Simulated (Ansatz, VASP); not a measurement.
One calculation of NaF, two programs

```
Na F
1.0
     0.00000    2.25035    2.25035
     2.25035    0.00000    2.25035
     2.25035    2.25035    0.00000
Na F
1 1
Direct
  0.00000 0.00000 0.00000
  0.50000 0.50000 0.50000
```

Alike in both runs: task single point; functional r2SCAN; k mesh 8 × 8 × 8; no spin polarisation.

|  | VASP | Ansatz |
| --- | --- | --- |
| version | VASP 6.6.1 | Ansatz 0.2.0 |
| potentials or method | VASP PAW PBE potentials, release 64 (Na_pv, F) | plane waves, PAW |
| plane-wave cutoff (eV) | 520 | 500 |
| occupations | gaussian, width 0.01 eV | fixed |
| valence electrons in the cell | 14 | 16 |

Ansatz gave:

| Quantity | Value |
| --- | --- |
| gap on the k mesh at the Fermi level (eV) | 7.65 |
| pressure (GPa) | 3.9 |

**Question.** What did VASP give for the same quantities?

**Answer.** gap on the k mesh at the Fermi level (eV): 7.69; pressure (GPa): 3.2.

VASP's potentials were made for PBE, not for r2SCAN. VASP's potentials hold 14 valence electrons a cell and Ansatz's 16, so a difference there can come from the potentials and not from the codes.
